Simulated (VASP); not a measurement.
# NaI (Cmcm) in VASP: further runs

NaI is run at these levels: PBE; tasks: single point, relaxation of cell and atoms.

Everything below comes from runs of VASP 6.6.1. Logs are shortened: lines on timing, memory, paths and dates and some standing lists are left out, and cuts for length are marked.

### 1 The cell of the first run

It takes space group Cmcm (No. 63, orthorhombic). The conventional cell has a = 4.657 Å, b = 12.286 Å, c = 4.625 Å, α = 90.00°, β = 90.00°, γ = 90.00°. Within 4.4 Å of Na (site symmetry m2m) lie 7 I at 3.35 to 3.74 Å and 6 Na at 4.16 to 4.27 Å. I (site symmetry m2m) has 2 I at 2.62 Å and 6 Na at 3.35 to 3.49 Å within 3.5 Å.

### 2 Single point, PBE

INCAR

```
PREC     = Accurate       # precision mode
ENCUT    = 520            # plane-wave cutoff, eV
EDIFF    = 1E-7           # SCF threshold, eV
ISMEAR   = 0              # smearing method
SIGMA    = 0.1            # smearing width, eV
LREAL    = F              # projectors in reciprocal space
LASPH    = T              # aspherical terms in the spheres
NELM     = 80             # most SCF steps
ALGO     = Normal         # electronic algorithm
ISIF     = 2              # what is computed and relaxed
LWAVE    = F              # write WAVECAR
LCHARG   = F              # write CHGCAR
GGA      = PE             # functional
NBANDS   = 22             # bands
```

KPOINTS

```
Automatic mesh
0
Gamma
  4 4 4
```

POSCAR

```
NaI
1.0
    2.3282733774     -6.1431807695      0.0000000000
    2.3282733774      6.1431807695      0.0000000000
    0.0000000000      0.0000000000      4.6250836011
Na I
2 2
Direct
    0.8540000000      0.1460000000      0.7500000000
    0.1460000000      0.8540000000      0.2500000000
    0.5500000000      0.4500000000      0.7500000000
    0.4500000000      0.5500000000      0.2500000000
```

Potentials or basis: VASP PAW PBE potentials, release 64 (Na_pv, I).

Launch:

```sh
$ cat potpaw_PBE.64/Na_pv/POTCAR potpaw_PBE.64/I/POTCAR > POTCAR
$ mpirun -np 1 vasp_std > vasp.out
```

OUTCAR:

```text
PREC = Accurate
   ENCUT = 520
   EDIFF = 1E-7
   ISMEAR = 0
   LREAL = F
   LASPH = T
   NELM = 80
   ISIF = 2
   GGA = PE

 ion  position               nearest neighbor table
   1  0.854  0.146  0.750-
   2  0.146  0.854  0.250-
   3  0.550  0.450  0.750-   4 2.62   4 2.62
   4  0.450  0.550  0.250-   3 2.62   3 2.62

  LATTYP: Found a base centered orthorhombic cell.
 ALAT       =     4.6565467548
 B/A-ratio  =     2.6385135135
 C/A-ratio  =     0.9932432433

  Lattice vectors:

 A1 = (   2.3282733774,  -6.1431807695,   0.0000000000)
 A2 = (   2.3282733774,   6.1431807695,   0.0000000000)
 A3 = (   0.0000000000,   0.0000000000,   4.6250836011)

Analysis of symmetry for initial positions (statically):
=====================================================================
 Subroutine PRICEL returns:
 Original cell was already a primitive cell.

 Routine SETGRP: Setting up the symmetry group for a
 base centered orthorhombic supercell.

 Subroutine GETGRP returns: Found  8 space group operations
 (whereof  4 operations were pure point group operations)
 out of a pool of  8 trial point group operations.

The static configuration has the point symmetry C_2h.
 The point group associated with its full space group is D_2h.

Analysis of symmetry for dynamics (positions and initial velocities):
=====================================================================
 Subroutine PRICEL returns:
 Original cell was already a primitive cell.

 Routine SETGRP: Setting up the symmetry group for a
 base centered orthorhombic supercell.

 Subroutine GETGRP returns: Found  8 space group operations
 (whereof  4 operations were pure point group operations)
 out of a pool of  8 trial point group operations.

The dynamic configuration has the point symmetry C_2h.
 The point group associated with its full space group is D_2h.

 Subroutine INISYM returns: Found  8 space group operations
 (whereof  4 operations are pure point group operations),
 and found     1 'primitive' translations

----------------------------------------------------------------------------------------

                                     Primitive cell

  volume of cell :     132.3052

  direct lattice vectors                    reciprocal lattice vectors
     2.328273377 -6.143180769  0.000000000     0.214751414 -0.081391061  0.000000000
     2.328273377  6.143180769  0.000000000     0.214751414  0.081391061  0.000000000
     0.000000000  0.000000000  4.625083601     0.000000000  0.000000000  0.216212308

  length of vectors
     6.569591075  6.569591075  4.625083601     0.229657734  0.229657734  0.216212308

  position of ions in fractional coordinates (direct lattice)
     0.854000000  0.146000000  0.750000000
     0.146000000  0.854000000  0.250000000
     0.550000000  0.450000000  0.750000000
     0.450000000  0.550000000  0.250000000

  ion indices of the primitive-cell ions
   primitive index   ion index
                 1           1
                 2           2
                 3           3
                 4           4

----------------------------------------------------------------------------------------

 KPOINTS: Automatic mesh

Automatic generation of k-mesh.
 Grid dimensions read from file:
 generate k-points for:    4    4    4

 Generating k-lattice:

  Cartesian coordinates                     Fractional coordinates (reciprocal lattice)
     0.053687854 -0.020347765  0.000000000     0.250000000  0.000000000  0.000000000
     0.053687854  0.020347765  0.000000000     0.000000000  0.250000000  0.000000000
     0.000000000  0.000000000  0.054053077     0.000000000  0.000000000  0.250000000

  Length of vectors
     0.057414433  0.057414433  0.054053077

  Shift w.r.t. Gamma in fractional coordinates (k-lattice)
     0.000000000  0.000000000  0.000000000

 Subroutine IBZKPT returns following result:
 ===========================================

 Found     21 irreducible k-points:

 Following reciprocal coordinates:
            Coordinates               Weight
  0.000000  0.000000  0.000000      1.000000
[... 51 lines left out ...]
     22      10.4242      0.00000

 k-point     5 :       0.5000    0.2500    0.0000
  band No.  band energies     occupation
      1     -21.4065      2.00000
      2     -21.4040      2.00000
      3     -21.3959      2.00000
      4     -21.3946      2.00000
      5     -21.3836      2.00000
      6     -21.3810      2.00000
[... 14 lines left out ...]
     21      10.0923      0.00000
     22      10.1981      0.00000

 k-point     6 :      -0.2500    0.2500    0.0000
  band No.  band energies     occupation
      1     -21.4078      2.00000
      2     -21.4029      2.00000
      3     -21.3968      2.00000
      4     -21.3939      2.00000
      5     -21.3827      2.00000
      6     -21.3799      2.00000
[... 14 lines left out ...]
     21       9.3126      0.00000
     22       9.5077      0.00000

 k-point     7 :       0.5000    0.5000    0.0000
  band No.  band energies     occupation
      1     -21.4057      2.00000
      2     -21.4051      2.00000
      3     -21.3961      2.00000
      4     -21.3946      2.00000
      5     -21.3830      2.00000
      6     -21.3796      2.00000
[... 249 lines left out ...]
      6     -21.3828      2.00000
[... 14 lines left out ...]
     21      10.3409      0.00000
     22      10.3409      0.00000

 k-point    18 :       0.2500    0.2500    0.5000
  band No.  band energies     occupation
      1     -21.4050      2.00000
      2     -21.4050      2.00000
      3     -21.3969      2.00000
      4     -21.3969      2.00000
      5     -21.3828      2.00000
      6     -21.3828      2.00000
[... 14 lines left out ...]
     21       9.3042      0.00000
     22       9.3042      0.00000

 k-point    19 :       0.5000    0.2500    0.5000
  band No.  band energies     occupation
      1     -21.4057      2.00000
      2     -21.4057      2.00000
      3     -21.3964      2.00000
      4     -21.3964      2.00000
      5     -21.3820      2.00000
      6     -21.3820      2.00000
[... 14 lines left out ...]
     21       8.6868      0.00000
     22       8.6868      0.00000

 k-point    20 :      -0.2500    0.2500    0.5000
  band No.  band energies     occupation
      1     -21.4058      2.00000
      2     -21.4058      2.00000
      3     -21.3965      2.00000
      4     -21.3965      2.00000
      5     -21.3811      2.00000
      6     -21.3811      2.00000
[... 14 lines left out ...]
     21       9.1337      0.00000
     22       9.1337      0.00000

 k-point    21 :       0.5000    0.5000    0.5000
  band No.  band energies     occupation
      1     -21.4064      2.00000
      2     -21.4064      2.00000
      3     -21.3959      2.00000
      4     -21.3959      2.00000
      5     -21.3811      2.00000
      6     -21.3811      2.00000
[... 14 lines left out ...]
     21       9.1828      0.00000
     22       9.1828      0.00000

------------------------ aborting loop because EDIFF is reached ----------------------------------------

  FORCE on cell =-STRESS in cart. coord.  units (eV):
  Direction    XX          YY          ZZ          XY          YZ          ZX
  --------------------------------------------------------------------------------------
  -------------------------------------------------------------------------------------
  Total       -1.1122443      8.0553069     26.6725744      0.0000000     -0.0000000      0.0000000
  in kB      -13.4689556     97.5474280    322.9971329      0.0000000     -0.0000000      0.0000000
  external PRESSURE =     135.6918684 kB  Pullay stress =       0.0000000 kB

 VOLUME and BASIS-vectors are now :
 -----------------------------------------------------------------------------
  energy-cutoff  :      520.00
  volume of cell :      132.31
      direct lattice vectors                 reciprocal lattice vectors
     2.328273377 -6.143180769  0.000000000     0.214751414 -0.081391061  0.000000000
     2.328273377  6.143180769  0.000000000     0.214751414  0.081391061  0.000000000
     0.000000000  0.000000000  4.625083601     0.000000000  0.000000000  0.216212308

 POSITION                                       TOTAL-FORCE (eV/Angst)
 -----------------------------------------------------------------------------------
      2.32827     -4.34937      3.46881         0.000000      0.271598      0.000000
      2.32827      4.34937      1.15627         0.000000     -0.271598     -0.000000
      2.32827     -0.61432      3.46881         0.000000     -7.387996     -0.000000
      2.32827      0.61432      1.15627         0.000000      7.387996     -0.000000
 -----------------------------------------------------------------------------------
    total drift:                               -0.000000     -0.000000      0.000000

  FREE ENERGIE OF THE ION-ELECTRON SYSTEM (eV)
  ---------------------------------------------------
  free  energy   TOTEN  =        -4.1812913766 eV

  energy  without entropy=       -4.1723667220  energy(sigma->0) =       -4.17682905
```

Run time: 64 s. Hardware: 1 thread of Intel Xeon Platinum 8559C (Emerald Rapids), shared host; peak memory 0.28 GiB.

What came out:

| Property | Result |
| --- | --- |
| Free energy | -4.1813 eV |
| Pressure | 13.6 GPa |
| Largest force | 7.388 eV/Å |
| Band gap on the k mesh | zero (bands 14 and 15 overlap by 0.21 eV) |

Forces on the atoms (eV/Å):
```
Na   0.000  0.272  0.000
Na   0.000 -0.272  0.000
I    0.000 -7.388  0.000
I    0.000  7.388  0.000
```

Stress tensor (GPa, compression positive):
```
-1.35  0.00  0.00
 0.00  9.75  0.00
 0.00  0.00 32.30
```

Caveat: the k points lie up to 0.36 Å⁻¹ apart; spin-orbit coupling is left out, which moves the levels of the heavy elements; forces of over 1 eV/Å act on the atoms, so gaps and moduli don't describe the material at rest.

### 3 Single point, PBE

This run uses another cell than the first one, of 37.02 Å³/atom.

INCAR

```
SYSTEM = NaI
ALGO     = Normal         ! electronic algorithm
EDIFF    = 1E-7           ! SCF threshold, eV
ENCUT    = 520            ! plane-wave cutoff, eV
GGA      = PE             ! functional
ISIF     = 2              ! what is computed and relaxed
ISMEAR   = 0              ! smearing method
LASPH    = .TRUE.         ! aspherical terms in the spheres
LCHARG   = .FALSE.        ! write CHGCAR
LREAL    = .FALSE.        ! projectors in reciprocal space
LWAVE    = .FALSE.        ! write WAVECAR
NBANDS   = 22             ! bands
NELM     = 80             ! most SCF steps
PREC     = Accurate       ! precision mode
SIGMA    = 0.1            ! smearing width, eV
```

KPOINTS

```
k-points
0
G
  4 4 4
  0 0 0
```

POSCAR

```
NaI
1.0
    2.2206053020     -7.2359949696      0.0000000000
    2.2206053020      7.2359949696      0.0000000000
    0.0000000000      0.0000000000      4.6082955423
Na I
2 2
Direct
    0.8516254596      0.1483745404      0.7500000000
    0.1483745404      0.8516254596      0.2500000000
    0.6312349480      0.3687650520      0.7500000000
    0.3687650520      0.6312349480      0.2500000000
```

Potentials or basis: VASP PAW PBE potentials, release 64 (Na_pv, I).

Launch:

```sh
$ cat potpaw_PBE.64/Na_pv/POTCAR potpaw_PBE.64/I/POTCAR > POTCAR
$ mpirun -np 1 vasp_std > vasp.out
```

Wall time 71 s (1 thread of Intel Xeon Platinum 8559C (Emerald Rapids), shared host); peak memory 0.32 GiB.

Results (log left out):

* Free energy: -10.5702 eV
* Pressure: 0.2 GPa
* Largest force: 0.016 eV/Å
* Band gap on the k mesh: 3.29 eV

Forces in eV/Å, atoms in the order of the input:
```
Na   0.000  0.016  0.000
Na   0.000 -0.016  0.000
I    0.000 -0.008  0.000
I    0.000  0.008  0.000
```

Stress tensor (GPa, compression positive):
```
0.08 0.00 0.00
0.00 0.35 0.00
0.00 0.00 0.02
```

Levels at points of the mesh, in eV from the valence-band top:
```
           k point  band 10  band 11  band 12  band 13  band 14  band 15  band 16  band 17  band 18  band 19
(0.00, 0.00, 0.00)    -0.76    -0.39    -0.25    -0.23     0.00     3.29     4.59     5.97     6.75     7.82
(0.50, 0.00, 0.00)    -1.88    -0.94    -0.45    -0.30    -0.26     4.99     5.44     6.15     7.37     7.40
(0.50, 0.50, 0.00)    -1.03    -0.56    -0.52    -0.46    -0.09     4.39     4.63     5.88     6.70     6.85
(0.00, 0.00, 0.50)    -1.81    -0.89    -0.89    -0.21    -0.21     5.83     5.83     6.49     6.49     7.58
(0.50, 0.00, 0.50)    -1.74    -1.28    -1.28    -0.56    -0.56     4.55     4.55     6.02     6.02     8.30
(0.50, 0.50, 0.50)    -2.11    -0.39    -0.39    -0.22    -0.22     4.96     4.96     6.89     6.89     7.74
```

Caveat: spin-orbit coupling is left out, which moves the levels of the heavy elements. A k mesh can miss the band edges.

### 4 Relaxation of cell and atoms, PBE

INCAR

```
SYSTEM = NaI
PREC     = Accurate       ! precision mode
ENCUT    = 600            ! plane-wave cutoff, eV
EDIFF    = 1E-6           ! SCF threshold, eV
ISMEAR   = 0              ! smearing method
SIGMA    = 0.1            ! smearing width, eV
LREAL    = .False.        ! projectors in reciprocal space
LASPH    = .True.         ! aspherical terms in the spheres
NELM     = 80             ! most SCF steps
ALGO     = Normal         ! electronic algorithm
ISIF     = 3              ! what is computed and relaxed
LWAVE    = .False.        ! write WAVECAR
LCHARG   = .False.        ! write CHGCAR
GGA      = PE             ! functional
IBRION   = 2              ! ionic algorithm
NSW      = 90             ! ionic steps
EDIFFG   = -0.04          ! ionic threshold
```

KPOINTS

```
regular mesh
0
Gamma
  4 4 4
  0 0 0
```

POSCAR

```
NaI
1.0
    2.3282733774     -6.1431807695      0.0000000000
    2.3282733774      6.1431807695      0.0000000000
    0.0000000000      0.0000000000      4.6250836011
Na I
2 2
Direct
    0.8540000000      0.1460000000      0.7500000000
    0.1460000000      0.8540000000      0.2500000000
    0.5500000000      0.4500000000      0.7500000000
    0.4500000000      0.5500000000      0.2500000000
```

Launch:

```sh
$ cat potpaw_PBE.64/Na_pv/POTCAR potpaw_PBE.64/I/POTCAR > POTCAR
$ mpirun -np 1 vasp_std > vasp.out
```

It took 23 min on 1 thread of Intel Xeon Platinum 8559C (Emerald Rapids), shared host; peak memory 0.4 GiB.

It converged, with:

| Item | Value |
| --- | --- |
| Free energy | -10.5804 eV |
| Relaxed volume | 38.80 Å³/atom |
| Relaxed cell | a = 7.946 Å, b = 7.946 Å, c = 4.566 Å, α = 90.00°, β = 90.00°, γ = 147.44° |
| Space group after relaxing (to 0.1 Å) | Cmcm (No. 63) |
| Energy gained by relaxing | 1599.8 meV/atom |
| Ionic steps | 27 |
| Pressure after relaxing | 0.0 GPa |
| Largest force after relaxing | 0.031 eV/Å |
| Band gap on the k mesh | 3.47 eV |

Forces on the atoms (eV/Å):
```
Na   0.000 -0.007  0.000
Na   0.000  0.007  0.000
I    0.000 -0.031  0.000
I    0.000  0.031  0.000
```

Stress tensor (GPa, compression positive):
```
 0.07  0.00  0.00
 0.00  0.02  0.00
 0.00  0.00 -0.05
```

The path:
| step | energy change (eV) | largest force (eV/Å) | pressure (GPa) | volume (Å³) |
| --- | --- | --- | --- | --- |
| 1 | 0.0000 | 7.3881 | 13.58 | 132.31 |
| 2 | -5.0020 | 1.0309 | -1.84 | 189.34 |
| 3 | -4.9971 | 1.0892 | -1.75 | 187.44 |
| 4 | -5.2828 | 1.0474 | -1.52 | 174.94 |
| 5 | -5.7691 | 0.6001 | 0.85 | 140.35 |
| 6 | -5.8760 | 0.3853 | 0.38 | 142.63 |
| 7 | -5.9728 | 0.3539 | -0.29 | 147.45 |
| 8 | -6.0785 | 0.2041 | -0.47 | 145.84 |
| 9 | -6.2100 | 0.0182 | -0.53 | 142.22 |
| 10 | -6.0894 | 0.3545 | 0.45 | 132.18 |
| 11 | -6.2351 | 0.1193 | -0.40 | 139.98 |
| 12 | -6.2552 | 0.1143 | 0.37 | 133.59 |
| 13 | -6.2553 | 0.1149 | 0.34 | 133.75 |
| 14 | -6.2728 | 0.1343 | 0.29 | 135.30 |
| 15 | -6.2928 | 0.1579 | 0.46 | 139.18 |
| 16 | -6.3067 | 0.1669 | 0.07 | 143.51 |
| 17 | -6.3113 | 0.1717 | -0.21 | 147.18 |
| 18 | -6.3216 | 0.1654 | -0.18 | 146.90 |
| 19 | -6.3490 | 0.1393 | -0.07 | 146.04 |
| 20 | -6.3676 | 0.0995 | 0.37 | 144.31 |
| 21 | -6.3695 | 0.0584 | 0.19 | 144.87 |
| 22 | -6.3700 | 0.0502 | 0.25 | 144.71 |
| 23 | -6.3792 | 0.0441 | 0.08 | 147.77 |
| 24 | -6.3856 | 0.0261 | -0.17 | 153.15 |
| 25 | -6.3949 | 0.0100 | -0.07 | 153.92 |
| 26 | -6.3979 | 0.0277 | 0.04 | 154.56 |
| 27 | -6.3991 | 0.0309 | 0.01 | 155.20 |

Final structure:
```yaml
crystal:
  lattice:
    - [2.22787, -7.62769, 0.00000]
    - [2.22787, 7.62769, 0.00000]
    - [0.00000, 0.00000, 4.56648]
  atoms:
    - { symbol: Na, position: [0.84310, 0.15690, 0.75000] }
    - { symbol: Na, position: [0.15690, 0.84310, 0.25000] }
    - { symbol: I, position: [0.63371, 0.36629, 0.75000] }
    - { symbol: I, position: [0.36629, 0.63371, 0.25000] }
```

Levels at points of the mesh, in eV from the valence-band top:
| k point | band 12 | band 13 | band 14 | band 15 | band 16 | band 17 |
| --- | --- | --- | --- | --- | --- | --- |
| (0.00, 0.00, 0.00) | -0.11 | -0.10 | 0.00 | 3.47 | 4.78 | 6.08 |
| (0.50, 0.00, 0.00) | -0.26 | -0.23 | -0.12 | 5.21 | 5.51 | 6.36 |
| (0.50, 0.50, 0.00) | -0.36 | -0.24 | 0.00 | 4.54 | 4.59 | 6.04 |
| (0.00, 0.00, 0.50) | -0.69 | -0.08 | -0.08 | 5.95 | 5.95 | 6.53 |
| (0.50, 0.00, 0.50) | -1.12 | -0.45 | -0.45 | 4.73 | 4.73 | 6.08 |
| (0.50, 0.50, 0.50) | -0.36 | -0.08 | -0.08 | 5.10 | 5.10 | 7.00 |

Caveat: the volume moved by over 15 % at a fixed basis, so the end points are rough; spin-orbit coupling is left out, which moves the levels of the heavy elements. A k mesh can miss the band edges.

### 5 Overview

```csv
task,cell,cutoff (eV),gap on the mesh (eV),pressure (GPa),largest force (eV/Å)
single point,"a = 6.570, b = 6.570, c = 4.625 Å, angles 90.0, 90.0, 138.5°, 4 atoms, atomic positions A",520,none,13.6,7.39
single point,"a = 7.569, b = 7.569, c = 4.608 Å, angles 90.0, 90.0, 145.9°, 4 atoms, atomic positions B",520,3.29,0.2,0.02
relaxation of cell and atoms,"relaxed from a = 6.570, b = 6.570, c = 4.625 Å, angles 90.0, 90.0, 138.5°, 4 atoms, atomic positions A",600,3.47,0.0,0.03
```

Alike in all rows: level PBE; potentials or basis VASP PAW PBE potentials, release 64 (Na_pv, I); no spin polarisation; k mesh 4 × 4 × 4; smearing gaussian 0.1 eV.

Caveats: some runs use coarse meshes; spin-orbit coupling is left out, which moves the levels of the heavy elements; forces of over 1 eV/Å act on the atoms, so gaps and moduli don't describe the material at rest (at least some runs); the volume moved by over 15 % at a fixed basis, so the end points are rough (at least some runs).

Total energies depend on the potentials used, so only differences within one code and one set of settings carry meaning.
